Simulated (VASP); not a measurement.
Set up this calculation in VASP 6.6.1, as the native input.

```yaml
Task: single point
Functional: r2SCAN
Potentials_or_basis: VASP PAW PBE potentials, release 64 (Na_pv, I)
Cutoff: 520 eV
k_mesh: 6 × 6 × 6
Occupations: gaussian, width 0.01 eV
Spin: no spin polarisation
Dipole_correction: no
Further_INCAR_settings: ALGO = Normal; EDIFF = 1e-06; NBANDS = 14
```

Crystal: NaI.

```
Na I
1.0
     4.26842    0.00000    0.00000
     0.00000    4.26842    0.00000
     0.00000    0.00000    4.04914
Na I
1 1
Direct
  0.00000 0.00000 0.00000
  0.50000 0.50000 0.50000
```

This cell differs from its parent crystal: epitaxial xy strain +5.6%.

One way to write it, as run:

POSCAR

```
NaI
1.0
    4.2684229627      0.0000000000      0.0000000000
    0.0000000000      4.2684229627      0.0000000000
    0.0000000000      0.0000000000      4.0491393821
Na I
1 1
Direct
    0.0000000000      0.0000000000      0.0000000000
    0.5000000000      0.5000000000      0.5000000000
```

INCAR.step1

```
SYSTEM = NaI
PREC     = Accurate       ! precision mode
ENCUT    = 520            ! plane-wave cutoff, eV
ISMEAR   = 0              ! smearing method
SIGMA    = 0.01           ! smearing width, eV
LREAL    = .False.        ! projectors in reciprocal space
LASPH    = .True.         ! aspherical terms in the spheres
NELM     = 100            ! most SCF steps
NBANDS   = 14             ! bands
GGA      = PE             ! functional
ALGO     = Normal         ! electronic algorithm
EDIFF    = 1E-4           ! SCF threshold, eV
LWAVE    = .True.         ! write WAVECAR
LCHARG   = .False.        ! write CHGCAR
```

INCAR.step2

```
SYSTEM = NaI
PREC     = Accurate       ! precision mode
ENCUT    = 520            ! plane-wave cutoff, eV
EDIFF    = 1E-6           ! SCF threshold, eV
ISMEAR   = 0              ! smearing method
SIGMA    = 0.01           ! smearing width, eV
LREAL    = .False.        ! projectors in reciprocal space
LASPH    = .True.         ! aspherical terms in the spheres
NELM     = 100            ! most SCF steps
ALGO     = Normal         ! electronic algorithm
ISIF     = 2              ! what is computed and relaxed
LWAVE    = .False.        ! write WAVECAR
LCHARG   = .False.        ! write CHGCAR
METAGGA  = R2SCAN         ! meta-GGA
LMIXTAU  = .True.       
NBANDS   = 14             ! bands
ISTART   = 1
```

KPOINTS

```
Automatic mesh
0
Gamma
  6 6 6
  0 0 0
```

Potentials or basis: VASP PAW PBE potentials, release 64 (Na_pv, I).

Command:

```sh
$ cat potpaw_PBE.64/Na_pv/POTCAR potpaw_PBE.64/I/POTCAR > POTCAR
$ cp INCAR.step1 INCAR
$ mpirun -np 1 vasp_std > vasp.out
$ cp INCAR.step2 INCAR
$ mpirun -np 1 vasp_std > vasp.out
```

Results of the run:

```json
{
 "Pressure": "-1.5 GPa",
 "Band gap on the k mesh": "2.63 eV, indirect (least direct gap 3.09 eV)"
}
```

Caveat: the cell differs from its parent crystal (epitaxial xy strain +5.6%); the PAW data sets were made with another functional, which shifts forces and pressure a little; spin-orbit coupling is left out, which moves the levels of the heavy elements.

It took 2.3 min on 1 thread of AMD EPYC 7R43 64-Core Processor (Zen 3), with other jobs on the host, peak memory 0.16 GiB.
